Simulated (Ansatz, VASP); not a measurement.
**Ge in VASP and in Ansatz**

```xyz
2
Lattice="4.0105 0.0000 0.0000 2.0052 3.4732 0.0000 2.0052 1.1577 3.2746" Properties=species:S:1:pos:R:3 pbc="T T T"
Ge    0.0000    0.0000    0.0000
Ge    2.0052    1.1577    0.8186
```

Alike in both runs: functional r2SCAN; k mesh 6 × 6 × 6; no spin polarisation.

Ansatz relaxed the structure, and its values are those at the end. VASP's run is a single point on that final structure, the one shown.

```csv
,VASP,Ansatz
version,VASP 6.6.1,Ansatz 0.2.0
potentials or method,"VASP PAW PBE potentials, release 64 (Ge_d)","plane waves, PAW"
plane-wave cutoff (eV),550,500
occupations,"gaussian, width 0.01 eV",fixed
valence electrons in the cell,28,28
```

```tsv
	VASP	Ansatz	Ansatz less VASP
pressure (GPa)	0.1	0.0	-0.12
```

VASP's potentials were made for PBE, not for r2SCAN.
